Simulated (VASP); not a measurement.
The system is Cd2S.

```
Cd S
1.0
     3.96267    0.00000    0.00000
    -1.98134    3.43177    0.00000
     0.00000    0.00000    5.80919
Cd S
2 1
Direct
  0.66667 0.33333 0.57873
  0.33333 0.66667 0.93272
  0.33333 0.66667 0.36571
```

```yaml
Program: VASP 6.6.1
Task: relaxation of cell and atoms
Functional: LDA
Potentials_or_basis: VASP PAW LDA potentials, release 64 (Cd, S)
Cutoff: 600 eV
k_mesh: 10 × 10 × 6
Occupations: fermi-dirac, width 0.1 eV
Spin: no spin polarisation
```

At the start: pressure -4.7 GPa; volume 26.33 Å³/atom.

**Question.** Where does the relaxation end?

**Answer.** Over 9 steps the energy falls by 43.7 meV/atom and the volume is 23.56 Å³/atom (-10.5 %); space group P3m1 (No. 156, to 0.1 Å) before and after.

The path:
```tsv
step	energy change (eV)	largest force (eV/Å)	pressure (GPa)	volume (Å³)
1	0.0000	0.1550	-4.67	79.00
2	-0.1106	0.4020	1.11	70.55
3	-0.1164	0.3100	-0.14	71.93
4	-0.1257	0.2268	-0.01	71.31
5	-0.1273	0.2227	0.10	70.92
6	-0.1305	0.0855	-0.08	70.89
7	-0.1308	0.0360	-0.15	70.87
8	-0.1309	0.0041	0.09	70.60
9	-0.1310	0.0101	0.00	70.69
```

Final structure:
```
CELL_PARAMETERS angstrom
3.81284 0.00000 0.00000
-1.90642 3.30202 0.00000
0.00000 0.00000 5.61503
ATOMIC_POSITIONS crystal
Cd 0.66667 0.33333 0.58531
Cd 0.33333 0.66667 0.92800
S 0.33333 0.66667 0.36385
```
